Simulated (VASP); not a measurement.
# Mn (Pm-3m) in VASP: a series of runs, part 2 of 2

VASP 6.6.1. The steps go on from the part before.

### 6 Single point, RPBE

This run uses another cell than the first one, of 12.21 Å³/atom, 0.962 times its volume.

The input, INCAR:

```
SYSTEM = Mn
PREC = Accurate
ENCUT = 520
EDIFF = 1E-6
ISMEAR = -1
SIGMA = 0.1
LREAL = .FALSE.
LASPH = .TRUE.
NELM = 80
ALGO = Normal
ISIF = 2
LWAVE = .FALSE.
LCHARG = .FALSE.
GGA = RP
NBANDS = 12
```

The input, KPOINTS:

```
regular mesh
0
G
  22 22 22
  0 0 0
```

The input, POSCAR:

```
Mn
1.0
    2.3024792817      0.0000000000      0.0000000000
    0.0000000000      2.3024792817      0.0000000000
    0.0000000000      0.0000000000      2.3024792817
Mn
1
Direct
    0.0000000000      0.0000000000      0.0000000000
```

Potentials or basis: VASP PAW PBE potentials, release 64 (Mn_pv).

Started as:

```sh
$ cat potpaw_PBE.64/Mn_pv/POTCAR > POTCAR
$ mpirun -np 1 vasp_std > vasp.out
```

OUTCAR:

```text
SYSTEM = Mn
   PREC = Accurate
   ENCUT = 520
   EDIFF = 1E-6
   ISMEAR = -1
   LREAL = .FALSE.
   LASPH = .TRUE.
   NELM = 80
   ISIF = 2
   GGA = RP

 ion  position               nearest neighbor table
   1  0.000  0.000  0.000-

  LATTYP: Found a simple cubic cell.
 ALAT       =     2.3024792817

  Lattice vectors:

 A1 = (   2.3024792817,   0.0000000000,   0.0000000000)
 A2 = (   0.0000000000,   2.3024792817,   0.0000000000)
 A3 = (   0.0000000000,   0.0000000000,   2.3024792817)

Analysis of symmetry for initial positions (statically):
=====================================================================
 Subroutine PRICEL returns:
 Original cell was already a primitive cell.

 Routine SETGRP: Setting up the symmetry group for a
 simple cubic supercell.

 Subroutine GETGRP returns: Found 48 space group operations
 (whereof 48 operations were pure point group operations)
 out of a pool of 48 trial point group operations.

The static configuration has the point symmetry O_h .

Analysis of symmetry for dynamics (positions and initial velocities):
=====================================================================
 Subroutine PRICEL returns:
 Original cell was already a primitive cell.

 Routine SETGRP: Setting up the symmetry group for a
 simple cubic supercell.

 Subroutine GETGRP returns: Found 48 space group operations
 (whereof 48 operations were pure point group operations)
 out of a pool of 48 trial point group operations.

The dynamic configuration has the point symmetry O_h .

 Subroutine INISYM returns: Found 48 space group operations
 (whereof 48 operations are pure point group operations),
 and found     1 'primitive' translations

----------------------------------------------------------------------------------------

                                     Primitive cell

  volume of cell :      12.2064

[... 105 lines left out ...]
     AMIX     =   0.40;   BMIX     =  1.00
     AMIX_MAG =   1.60;   BMIX_MAG =  1.00
  volume/ion in A,a.u.               =      12.21        82.37
  Fermi-wavevector in a.u.,A,eV,Ry     =   1.671836  3.159311 38.028747  2.795034
  Thomas-Fermi vector in A             =   2.757088
   LORBIT       =      0    0 simple, 1 ext, 2 COOP (PROOUT), +10 PAW based schemes
   GGA     = RP    functional components
   LHFCALC =     F    Hartree Fock is set to
   AEXX    =    0.0000 exact exchange contribution
   IVDW    =     0    specifies the selected vdW correction
   LEPSILON=     F    determine dielectric tensor
   LRPA    =     F    only Hartree local field effects (RPA)
 non-spin polarized calculation
  energy-cutoff  :      520.00
  volume of cell :       12.21
 maximum number of plane-waves:       341
 NGX is ok and might be reduce to    18
   NGX =  9   NGY =  9   NGZ =  9

 number of electron      13.0000002 magnetization

 Free energy of the ion-electron system (eV)
  ---------------------------------------------------
  ext. energy  EPLUGINS =         0.00000000
  ---------------------------------------------------
  free energy    TOTEN  =        -7.55085600 eV

  energy without entropy =       -7.48958294  energy(sigma->0) =       -7.52021947

 E-fermi :   9.2635     XC(G=0): -13.0229

 val. band max:        9.2594446220   @ k =   0.2273   0.2273   0.1818
 cond. band min:       9.2638001309   @ k =   0.4091   0.0909   0.0000
 fundamental gap:      0.0043555088
 Fermi energy:         9.2635084104

 k-point     1 :       0.0000    0.0000    0.0000
  band No.  band energies     occupation
      1     -38.5453      2.00000
      2     -38.5453      2.00000
      3     -38.5452      2.00000
      4       1.3685      2.00000
      5       5.7022      2.00000
      6       5.7022      2.00000
      7      10.8544      0.00000
      8      10.8544      0.00000
      9      10.8545      0.00000
     10      29.3262      0.00000
     11      29.3262      0.00000
     12      29.3262      0.00000
[... 331 lines left out ...]
 k-point    24 :       0.0909    0.0909    0.0000
  band No.  band energies     occupation
      1     -38.6086      2.00000
      2     -38.6013      2.00000
      3     -38.5341      2.00000
      4       1.8916      2.00000
      5       5.8648      2.00000
      6       5.9891      2.00000
      7      10.5367      0.00001
      8      10.6838      0.00000
      9      10.7404      0.00000
     10      27.0647      0.00000
     11      27.4784      0.00000
     12      30.1048      0.00000

 [... further k-points ...]
[... 5 lines left out ...]
  --------------------------------------------------------------------------------------
  -------------------------------------------------------------------------------------
  Total        0.0098009      0.0098009      0.0098009     -0.0000000      0.0000000     -0.0000000
  in kB        1.2864368      1.2864368      1.2864368     -0.0000000      0.0000000     -0.0000000
  external PRESSURE =       1.2864368 kB  Pullay stress =       0.0000000 kB

 VOLUME and BASIS-vectors are now :
 -----------------------------------------------------------------------------
  energy-cutoff  :      520.00
  volume of cell :       12.21
      direct lattice vectors                 reciprocal lattice vectors
     2.302479282  0.000000000  0.000000000     0.434314440  0.000000000  0.000000000
     0.000000000  2.302479282  0.000000000     0.000000000  0.434314440  0.000000000
     0.000000000  0.000000000  2.302479282     0.000000000  0.000000000  0.434314440

 POSITION                                       TOTAL-FORCE (eV/Angst)
 -----------------------------------------------------------------------------------
      0.00000      0.00000      0.00000         0.000000      0.000000      0.000000
 -----------------------------------------------------------------------------------
    total drift:                               -0.000000      0.000000      0.000000

  FREE ENERGIE OF THE ION-ELECTRON SYSTEM (eV)
  ---------------------------------------------------
  free  energy   TOTEN  =        -7.5508559989 eV

  energy  without entropy=       -7.4895829407  energy(sigma->0) =       -7.52021947
```

OSZICAR:

```text
N       E                     dE             d eps       ncg     rms          rms(c)
DAV:   1     0.841722812506E+02    0.84172E+02   -0.79243E+03  8816   0.137E+03
DAV:   2    -0.705027136625E+01   -0.91223E+02   -0.87390E+02  9000   0.315E+02
DAV:   3    -0.861048050197E+01   -0.15602E+01   -0.15540E+01  9528   0.489E+01
DAV:   4    -0.862168794154E+01   -0.11207E-01   -0.11207E-01  9412   0.403E+00
DAV:   5    -0.862185994819E+01   -0.17201E-03   -0.17201E-03  9536   0.498E-01    0.103E+01
DAV:   6    -0.760268609226E+01    0.10192E+01   -0.40638E+00  9212   0.348E+01    0.182E+00
DAV:   7    -0.755427551874E+01    0.48411E-01   -0.18627E-01  9188   0.749E+00    0.925E-01
DAV:   8    -0.755078059590E+01    0.34949E-02   -0.41373E-03  9224   0.785E-01    0.156E-01
DAV:   9    -0.755088073842E+01   -0.10014E-03   -0.56676E-04  9352   0.338E-01    0.283E-02
DAV:  10    -0.755085442140E+01    0.26317E-04   -0.14524E-05  9364   0.591E-02    0.497E-03
DAV:  11    -0.755085556606E+01   -0.11447E-05   -0.14382E-06  6852   0.216E-02    0.725E-04
DAV:  12    -0.755085599894E+01   -0.43287E-06   -0.72287E-08  4564   0.393E-03
   1 F= -.75508560E+01 E0= -.75202195E+01  d E =-.612731E-01
```

It took 31 s on 1 thread of Intel Xeon Platinum 8259CL at 2.50GHz (Skylake/Cascade Lake), shared host; peak memory 0.16 GiB.

Results:

```yaml
Free_energy: -7.5509 eV
Pressure: 0.1 GPa
```

Levels at points of the mesh, in eV from the Fermi level:
```
           k point  band 4  band 5  band 6  band 7  band 8  band 9
(0.00, 0.00, 0.00)   -7.90   -3.56   -3.56    1.59    1.59    1.59
(0.50, 0.00, 0.00)   -3.56   -2.87   -1.06   -0.15   -0.15    1.75
(0.50, 0.50, 0.00)   -4.75   -2.21    0.22    0.22    2.74    5.92
(0.50, 0.50, 0.50)   -3.26   -3.26   -3.26    2.83    2.83   11.86
```

Caveat: the PAW data sets were made with another functional, which shifts forces and pressure a little; the run has no spin polarisation, though such a crystal can be magnetic. Spin polarisation is off, so any magnetic state and its effect on volume and gap are missing.

### 7 Summary

| task | cell | k mesh | cutoff (eV) | gap on the mesh (eV) | pressure (GPa) |
| --- | --- | --- | --- | --- | --- |
| single point | a = 2.333 Å, 1 atom | 15 × 15 × 15 | 520 | none | -6.9 |
| single point | a = 2.362 Å, 1 atom | 15 × 15 × 15 | 520 | none | -12.6 |
| single point | a = 2.391 Å, 1 atom | 15 × 15 × 15 | 520 | none | -17.2 |
| relaxation of cell and atoms | relaxed from a = 2.332 Å, 1 atom | 13 × 13 × 13 | 600 | none | 0.0 |
| single point | a = 2.302 Å, 1 atom | 22 × 22 × 22 | 520 | none | 0.1 |

Alike in all rows: level RPBE; potentials or basis VASP PAW PBE potentials, release 64 (Mn_pv); no spin polarisation; smearing fermi-dirac 0.1 eV.

Caveats: the PAW data sets were made with another functional, which shifts forces and pressure a little; the run has no spin polarisation, though such a crystal can be magnetic.

Total energies depend on the potentials used, so only differences within one code and one set of settings carry meaning.
